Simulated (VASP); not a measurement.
Wanted: the native input for a VASP 6.6.1 run.

- Task: single point
- Functional: PBEsol
- Potentials or basis: VASP PAW PBE potentials, release 64 (Nb_sv, H)
- Cutoff: 500 eV
- k mesh: 10 × 10 × 10
- Occupations: methfessel-paxton, width 0.1 eV
- Spin: no spin polarisation
- Dipole correction: no
- Further INCAR settings: ALGO = Normal; EDIFF = 1e-06; NBANDS = 14

The structure of NbH lies in POSCAR:

```
NbH
1.0
   -1.5657414848      1.5657414848      1.9333988777
    1.5657414848     -1.5657414848      1.9333988777
    1.5657414848      1.5657414848     -1.9333988777
Nb H
1 1
Direct
    0.0000000000      0.0000000000      0.0000000000
    0.5000000000      0.5000000000      0.0000000000
```

The input as run:

INCAR

```
  PREC = Accurate
  ENCUT = 500
  EDIFF = 1E-6
  ISMEAR = 1
  SIGMA = 0.1
  LREAL = False
  LASPH = True
  NELM = 120
  ALGO = Normal
  ISIF = 2
  LWAVE = False
  LCHARG = False
  GGA = PS
  NBANDS = 14
  GGA_COMPAT = False
```

KPOINTS

```
Automatic mesh
0
Gamma
  10 10 10
```

Potentials or basis: VASP PAW PBE potentials, release 64 (Nb_sv, H).

Launch:

```console
$ cat potpaw_PBE.64/Nb_sv/POTCAR potpaw_PBE.64/H/POTCAR > POTCAR
$ mpirun -np 1 vasp_std > vasp.out
```

Results of the run:

```
Pressure               : 7.6 GPa
Band gap on the k mesh : zero (band 7 reaches 16.08 eV, above the bottom of band 8 at 11.56 eV)
```

Caveat: the PAW data sets were made with another functional, which shifts forces and pressure a little.

It used 21 s of CPU time on 1 thread of AMD EPYC 7R13 Processor (Zen 3), on a shared host.
